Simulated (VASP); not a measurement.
The system is Hg.

```
Hg
1.0
     3.46181    0.00000    0.00000
    -1.73090    2.99802    0.00000
     0.00000    0.00000    5.48755
Hg
2
Direct
  0.66667 0.33333 0.75000
  0.33333 0.66667 0.25000
```

Base run:

| Quantity | Value |
| --- | --- |
| Program | VASP 6.6.1 |
| Functional | PBEsol |
| Potentials or basis | VASP PAW PBE potentials, release 64 (Hg) |
| Cutoff | 520 eV |
| k mesh | 10 × 10 × 6 |
| Occupations | fermi-dirac, width 0.05 eV |
| Spin | no spin polarisation |

Its results: pressure -2.4 GPa.

Q: The run is repeated on the same cell with these changes: functional from PBEsol to BLYP. What comes out?

A: Pressure 5.1 GPa.

BLYP binds less tightly than PBEsol, so the same cell stands under more pressure.

Caveats: the PAW data sets were made with another functional, which shifts forces and pressure a little.
